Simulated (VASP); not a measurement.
# Cu (Fm-3m) in VASP: a series of runs

Cu is run at these levels: PBE; tasks: single point, relaxation of cell and atoms.

Everything below comes from runs of VASP 6.6.1. Logs are shortened: lines on timing, memory, paths and dates and some standing lists are left out, and cuts for length are marked.

## 1. The cell of the first run

Symmetry: Fm-3m, No. 225, cubic system. Conventional cell: a = 5.565 Å, b = 5.565 Å, c = 5.565 Å, α = 90.00°, β = 90.00°, γ = 90.00°. Cu (site symmetry -43m) has 10 Cu at 2.41 to 2.78 Å within 3.2 Å. Within 3.2 Å of Cu (site symmetry m-3m) lie 8 Cu at 2.41 Å.

## 2. Single point, PBE

INCAR

```
SYSTEM = Cu
  ALGO = Normal
  EDIFF = 1E-6
  ENCUT = 520
  GGA = PE
  ISIF = 2
  ISMEAR = 0
  LASPH = .TRUE.
  LCHARG = .TRUE.
  LELF = .TRUE.
  LREAL = .FALSE.
  LVHAR = .TRUE.
  LWAVE = .FALSE.
  NBANDS = 24
  NELM = 100
  PREC = Accurate
  SIGMA = 0.1
```

KPOINTS

```
k-points
0
G
  6 6 6
  0 0 0
```

POSCAR

```
Cu
1.0
    0.0000000000      2.7827481718      2.7827481718
    2.7827481718      0.0000000000      2.7827481718
    2.7827481718      2.7827481718      0.0000000000
Cu
3
Direct
    0.2500000000      0.2500000000      0.2500000000
    0.7500000000      0.7500000000      0.7500000000
    0.5000000000      0.5000000000      0.5000000000
```

Potentials or basis: VASP PAW PBE potentials, release 64 (Cu).

Command:

```
$ cat potpaw_PBE.64/Cu/POTCAR > POTCAR
$ mpirun -np 1 vasp_std > vasp.out
```

OUTCAR:

```text
SYSTEM = Cu
   EDIFF = 1E-6
   ENCUT = 520
   GGA = PE
   ISIF = 2
   ISMEAR = 0
   LASPH = .TRUE.
   LREAL = .FALSE.
   NELM = 100
   PREC = Accurate

 ion  position               nearest neighbor table
   1  0.250  0.250  0.250-   3 2.41   3 2.41   3 2.41   3 2.41   2 2.78   2 2.78   2 2.78   2 2.78
                             2 2.78   2 2.78
   2  0.750  0.750  0.750-   3 2.41   3 2.41   3 2.41   3 2.41   1 2.78   1 2.78   1 2.78   1 2.78
                             1 2.78   1 2.78
   3  0.500  0.500  0.500-   1 2.41   1 2.41   1 2.41   1 2.41   2 2.41   2 2.41   2 2.41   2 2.41

  LATTYP: Found a face centered cubic cell.
 ALAT       =     5.5654963436

  Lattice vectors:

 A1 = (   0.0000000000,   2.7827481718,   2.7827481718)
 A2 = (   2.7827481718,   0.0000000000,   2.7827481718)
 A3 = (   2.7827481718,   2.7827481718,   0.0000000000)

Analysis of symmetry for initial positions (statically):
=====================================================================
 Subroutine PRICEL returns:
 Original cell was already a primitive cell.

 Routine SETGRP: Setting up the symmetry group for a
 face centered cubic supercell.

 Subroutine GETGRP returns: Found 48 space group operations
[... 9 lines left out ...]

 Routine SETGRP: Setting up the symmetry group for a
 face centered cubic supercell.

 Subroutine GETGRP returns: Found 48 space group operations
[... 11 lines left out ...]
                                     Primitive cell

  volume of cell :      43.0975

  direct lattice vectors                    reciprocal lattice vectors
     0.000000000  2.782748172  2.782748172    -0.179678494  0.179678494  0.179678494
     2.782748172  0.000000000  2.782748172     0.179678494 -0.179678494  0.179678494
     2.782748172  2.782748172  0.000000000     0.179678494  0.179678494 -0.179678494

  length of vectors
     3.935400205  3.935400205  3.935400205     0.311212280  0.311212280  0.311212280

  position of ions in fractional coordinates (direct lattice)
     0.250000000  0.250000000  0.250000000
     0.750000000  0.750000000  0.750000000
     0.500000000  0.500000000  0.500000000

  ion indices of the primitive-cell ions
   primitive index   ion index
                 1           1
                 2           2
                 3           3

[... 56 lines left out ...]
   ISPIN  =      1    spin polarized calculation?
   LNONCOLLINEAR =      F non collinear calculations
   LSORBIT =      F    spin-orbit coupling
   LASPH  =      T    aspherical Exc in radial PAW
   ENCUT  =  520.0 eV  38.22 Ry    6.18 a.u.   7.32  7.32  7.32*2*pi/ulx,y,z
   NELM   =    100;   NELMIN=  2; NELMDL= -5     # of ELM steps
   EDIFF  = 0.1E-05   stopping-criterion for ELM
   LREAL  =      F    real-space projection
   EDIFFG = 0.1E-04   stopping-criterion for IOM
   NSW    =      0    number of steps for IOM
   IBRION =     -1    ionic relax: 0-MD 1-quasi-New 2-CG
   NFREE  =      0    steps in history (QN), initial steepest desc. (CG)
   ISIF   =      2    stress and relaxation
   ISYM   =      2    0-nonsym 1-usesym 2-fastsym
   POTIM  = 0.5000    time-step for ionic-motion
   TEBEG  =    0.0;   TEEND  =   0.0 temperature during run
   PSTRESS=    0.0 pullay stress
   NELECT =      33.0000    total number of electrons
   NUPDOWN=      -1.0000    fix difference up-down
   EMIN   =  10.00;   EMAX   =-10.00  energy-range for DOS
   EFERMI =   0.00;   METHOD = LEGACY
   ISMEAR =     0;   SIGMA  =   0.10  broadening in eV -4-tet -1-fermi 0-gaus
   EFERMI_NEDOS =   21; number of points for ismear=-14 and -15
   IALGO  =     38    algorithm
   IMIX   =      4    mixing-type and parameters
     AMIX     =   0.40;   BMIX     =  1.00
     AMIX_MAG =   1.60;   BMIX_MAG =  1.00
  volume/ion in A,a.u.               =      14.37        96.95
  Fermi-wavevector in a.u.,A,eV,Ry     =   1.497714  2.830269 30.519873  2.243147
  Thomas-Fermi vector in A             =   2.609566
   LORBIT       =      0    0 simple, 1 ext, 2 COOP (PROOUT), +10 PAW based schemes
   GGA     = PE    functional components
   LHFCALC =     F    Hartree Fock is set to
   AEXX    =    0.0000 exact exchange contribution
   IVDW    =     0    specifies the selected vdW correction
   LEPSILON=     F    determine dielectric tensor
   LRPA    =     F    only Hartree local field effects (RPA)
 non-spin polarized calculation
 Gauss-broadening in eV      SIGMA  =   0.10
  energy-cutoff  :      520.00
  volume of cell :       43.10
 maximum number of plane-waves:      1211
 NGX is ok and might be reduce to    30
   NGX = 15   NGY = 15   NGZ = 15

 number of electron      32.9999981 magnetization

 Free energy of the ion-electron system (eV)
  ---------------------------------------------------
  ext. energy  EPLUGINS =         0.00000000
  ---------------------------------------------------
  free energy    TOTEN  =       -10.02621349 eV

  energy without entropy =      -10.01623308  energy(sigma->0) =      -10.02122328

 E-fermi :   5.3875     XC(G=0): -11.4598

 val. band max:        5.2994047463   @ k =  -0.3333   0.1667   0.0000
 cond. band min:       5.4345543004   @ k =  -0.3333   0.3333   0.0000
 fundamental gap:      0.1351495541
 Fermi energy:         5.3875054066

 k-point     1 :       0.0000    0.0000    0.0000
  band No.  band energies     occupation
      1      -2.6521      2.00000
      2       1.4454      2.00000
      3       1.4454      2.00000
      4       2.0515      2.00000
      5       2.0515      2.00000
      6       2.0515      2.00000
[... 421 lines left out ...]
     23      18.2673      0.00000
     24      22.3452      0.00000

------------------------ aborting loop because EDIFF is reached ----------------------------------------

  FORCE on cell =-STRESS in cart. coord.  units (eV):
  Direction    XX          YY          ZZ          XY          YZ          ZX
  --------------------------------------------------------------------------------------
  -------------------------------------------------------------------------------------
  Total        0.1528484      0.1528484      0.1528484     -0.0000000     -0.0000000      0.0000000
  in kB        5.6822422      5.6822422      5.6822422     -0.0000000     -0.0000000      0.0000000
  external PRESSURE =       5.6822422 kB  Pullay stress =       0.0000000 kB

 VOLUME and BASIS-vectors are now :
 -----------------------------------------------------------------------------
  energy-cutoff  :      520.00
  volume of cell :       43.10
      direct lattice vectors                 reciprocal lattice vectors
     0.000000000  2.782748172  2.782748172    -0.179678494  0.179678494  0.179678494
     2.782748172  0.000000000  2.782748172     0.179678494 -0.179678494  0.179678494
     2.782748172  2.782748172  0.000000000     0.179678494  0.179678494 -0.179678494

 POSITION                                       TOTAL-FORCE (eV/Angst)
 -----------------------------------------------------------------------------------
      1.39137      1.39137      1.39137         0.000000      0.000000      0.000000
      4.17412      4.17412      4.17412        -0.000000     -0.000000     -0.000000
      2.78275      2.78275      2.78275         0.000000     -0.000000     -0.000000
 -----------------------------------------------------------------------------------
    total drift:                                0.000000     -0.000000      0.000000

  FREE ENERGIE OF THE ION-ELECTRON SYSTEM (eV)
  ---------------------------------------------------
  free  energy   TOTEN  =       -10.0262134858 eV

  energy  without entropy=      -10.0162330778  energy(sigma->0) =      -10.02122328
```

OSZICAR:

```text
N       E                     dE             d eps       ncg     rms          rms(c)
DAV:   1     0.225508064918E+03    0.22551E+03   -0.14698E+04   800   0.228E+03
DAV:   2     0.409144070219E+01   -0.22142E+03   -0.21070E+03   768   0.336E+02
DAV:   3    -0.121365712224E+02   -0.16228E+02   -0.14970E+02   912   0.131E+02
DAV:   4    -0.123961411497E+02   -0.25957E+00   -0.25931E+00   896   0.206E+01
DAV:   5    -0.123997994714E+02   -0.36583E-02   -0.36582E-02  1048   0.214E+00    0.132E+01
DAV:   6    -0.115282326839E+02    0.87157E+00   -0.22434E+01   904   0.113E+02    0.810E+00
DAV:   7    -0.100234660486E+02    0.15048E+01   -0.49044E+00   928   0.622E+01    0.982E-01
DAV:   8    -0.100409999938E+02   -0.17534E-01   -0.52165E-01   976   0.226E+01    0.946E-01
DAV:   9    -0.100383405513E+02    0.26594E-02   -0.88402E-02   952   0.926E+00    0.882E-01
DAV:  10    -0.100266194863E+02    0.11721E-01   -0.32973E-02   968   0.440E+00    0.186E-01
DAV:  11    -0.100262136451E+02    0.40584E-03   -0.24527E-03  1048   0.103E+00    0.215E-02
DAV:  12    -0.100262103049E+02    0.33402E-05   -0.13731E-04  1120   0.277E-01    0.172E-02
DAV:  13    -0.100262119836E+02   -0.16787E-05   -0.14010E-05  1072   0.571E-02    0.686E-03
DAV:  14    -0.100262130259E+02   -0.10423E-05   -0.44399E-06   920   0.470E-02    0.334E-03
DAV:  15    -0.100262134858E+02   -0.45989E-06   -0.90963E-07   576   0.216E-02
   1 F= -.10026213E+02 E0= -.10021223E+02  d E =-.998041E-02
```

stdout:

```text
POSCAR found type information on POSCAR Cu
 POSCAR found :  1 types and       3 ions
 scaLAPACK will be used
 LDA part: xc-table for (Slater+PW92), standard interpolation
 POSCAR, INCAR and KPOINTS ok, starting setup
 FFT: planning ... GRIDC
 FFT: planning ... GRID_SOFT
 FFT: planning ... GRID
 WAVECAR not read
 entering main loop
```

Wall time 12 s (1 thread of Intel Xeon 6975P-C (Granite Rapids), shared host); peak memory 0.16 GiB.

Results:

| Property | Result |
| --- | --- |
| Free energy | -10.0262 eV |
| Pressure | 0.6 GPa |

## 3. Relaxation of cell and atoms, PBE

This run uses another cell than the first one, of 11.74 Å³/atom, 0.817 times its volume.

INCAR

```
SYSTEM = Cu
PREC = Accurate ; ENCUT = 600
EDIFF = 1E-6 ; ISMEAR = 0
SIGMA = 0.1 ; LREAL = .False.
LASPH = .True. ; NELM = 60
ALGO = Normal ; ISIF = 3
LWAVE = .False. ; LCHARG = .False.
GGA = PE ; IBRION = 2
NSW = 90 ; EDIFFG = -0.04
```

KPOINTS

```
regular mesh
0
Gamma
  6 6 6
  0 0 0
```

POSCAR

```
Cu
1.0
    0.0000000000      2.6016603200      2.6016603200
    2.6016603200      0.0000000000      2.6016603200
    2.6016603200      2.6016603200      0.0000000000
Cu
3
Direct
    0.2500000000      0.2500000000      0.2500000000
    0.7500000000      0.7500000000      0.7500000000
    0.5000000000      0.5000000000      0.5000000000
```

Potentials or basis: VASP PAW PBE potentials, release 64 (Cu).

Command:

```
$ cat potpaw_PBE.64/Cu/POTCAR > POTCAR
$ mpirun -np 1 vasp_std > vasp.out
```

Wall time 26 s (1 thread of Intel Xeon 6975P-C (Granite Rapids), shared host); peak memory 0.17 GiB.

Results (log left out):

```
Free energy                            : -10.0257 eV
Relaxed volume                         : 14.44 Å³/atom
Relaxed cell                           : a = 3.942 Å, b = 3.942 Å, c = 3.942 Å, α = 60.00°, β = 60.00°, γ = 60.00°
Space group after relaxing (to 0.05 Å) : Fm-3m (No. 225)
Energy gained by relaxing              : 232.3 meV/atom
Ionic steps                            : 3
Pressure after relaxing                : 0.0 GPa
```

The path:
```
step  energy change (eV)  largest force (eV/Å)  pressure (GPa)  volume (Å³)
   1              0.0000                0.0000           33.41        35.22
   2             -0.5034                0.0000           -9.24        49.23
   3             -0.6970                0.0000           -0.05        43.31
```

Final structure:
```
CELL_PARAMETERS angstrom
0.00000 2.78725 2.78725
2.78725 0.00000 2.78725
2.78725 2.78725 0.00000
ATOMIC_POSITIONS crystal
Cu 0.25000 0.25000 0.25000
Cu 0.75000 0.75000 0.75000
Cu 0.50000 0.50000 0.50000
```

Levels at points of the mesh, in eV from the Fermi level:
```tsv
k point	band 13	band 14	band 15	band 16	band 17	band 18	band 19	band 20
(0.00, 0.00, 0.00)	-1.66	-1.66	-1.59	-1.59	7.08	7.08	7.08	8.45
(0.50, 0.00, 0.00)	-1.83	-1.83	-1.53	-1.53	-0.92	5.45	5.45	7.81
(0.50, 0.50, 0.00)	-1.61	-1.43	-1.43	-0.93	-0.52	1.26	1.26	4.87
```

Caveat: the volume moved by over 15 % at a fixed basis, so the end points are rough.

(Part 1 of 2 ends here.)
